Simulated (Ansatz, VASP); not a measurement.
# Si2Sn in VASP and in Ansatz

```
Si Sn
1.0
     4.08526    0.00000    0.00000
    -2.04263    3.53794    0.00000
     0.00000    0.00000   10.31980
Si Sn
4 2
Direct
  0.66667 0.33333 0.17691
  0.00000 0.00000 0.11442
  0.33333 0.66667 0.82309
  0.00000 0.00000 0.88558
  0.33333 0.66667 0.56941
  0.66667 0.33333 0.43059
```

Alike in both runs: functional PBE; k mesh 5 × 5 × 2; occupations gaussian, width 0.2 eV; no spin polarisation.

Ansatz relaxed the structure, and its values are those at the end. VASP's run is a single point on that final structure, the one shown.

|  | VASP | Ansatz |
| --- | --- | --- |
| version | VASP 6.6.1 | Ansatz 0.2.0 |
| potentials or method | VASP PAW PBE potentials, release 64 (Si, Sn_d), cutoff 520 eV | scalar-relativistic, plane waves, PAW |
| valence electrons in the cell | 44 | 44 |

```tsv
	VASP	Ansatz	Ansatz less VASP
gap on the k mesh at the Fermi level (eV)	none	none	-
pressure (GPa)	-0.2	-0.1	+0.07
rms of the force components (eV/Å)	0.029	0.030	+0.0011
```

A gap of «none» marks a metal or a gap that the smearing closes. With one functional, cell and mesh, what is left measures potentials, basis and numerics.
